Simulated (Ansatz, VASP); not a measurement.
## NaF: VASP beside Ansatz

The input INCAR:

```
SYSTEM = NaF
PREC = Accurate
ENCUT = 520
EDIFF = 1E-6
ISMEAR = -1
SIGMA = 0.02
LREAL = .FALSE.
LASPH = .TRUE.
NELM = 100
ALGO = Normal
ISIF = 2
LWAVE = .FALSE.
LCHARG = .TRUE.
GGA = PE
LELF = .TRUE.
LVHAR = .TRUE.
NBANDS = 14
```

The input KPOINTS:

```
Automatic mesh
0
G
  10 10 10
  0 0 0
```

File POSCAR:

```
NaF
1.0
    0.0000000000      2.2856822476      2.2856822476
    2.2856822476      0.0000000000      2.2856822476
    2.2856822476      2.2856822476      0.0000000000
Na F
1 1
Direct
    0.0000000000      0.0000000000      0.0000000000
    0.5000000000      0.5000000000      0.5000000000
```

Input for Ansatz:

```yaml
crystal:
  lattice:
    - [0.0, 2.2856822476, 2.2856822476]
    - [2.2856822476, 0.0, 2.2856822476]
    - [2.2856822476, 2.2856822476, 0.0]
  atoms:
    - { symbol: Na, position: [0.0, 0.0, 0.0] }
    - { symbol: F, position: [0.5, 0.5, 0.5] }
kpoints:
  mp_grid: { grid: [10, 10, 10] }
  band_path:
    path:
      - [0.0, 0.0, 0.0]
      - [0.5, 0.0, 0.5]
      - [0.625, 0.25, 0.625]
      - [0.375, 0.375, 0.75]
      - [0.5, 0.5, 0.5]
      - [0.5, 0.25, 0.75]
    npoints: 1
hamiltonian:
  xc: pbe
scf:
  occupations: { method: fermi_dirac, width: 0.02 }
  n_extra_bands: 4
output:
  forces: true
  stress: true
  eigenvalues: true
```

Change from the starting cell: hydrostatic strain -0.5%.

Alike in both runs: task single point; functional PBE; k mesh 10 × 10 × 10; occupations fermi-dirac, width 0.02 eV; no spin polarisation.

|  | VASP | Ansatz |
| --- | --- | --- |
| version | VASP 6.6.1 | Ansatz 0.2.0 |
| potentials or method | VASP PAW PBE potentials, release 64 (Na_pv, F) | plane waves, PAW |
| plane-wave cutoff (eV) | 520 | 420 |
| valence electrons in the cell | 14 | 16 |

Ansatz gave:

| Quantity | Value |
| --- | --- |
| gap on the k mesh at the Fermi level (eV) | 6.54 |
| pressure (GPa) | 4.6 |

Estimate VASP's values.

gap on the k mesh at the Fermi level (eV): 6.53; pressure (GPa): 4.5.

VASP's potentials hold 14 valence electrons a cell and Ansatz's 16, so a difference there can come from the potentials and not from the codes.
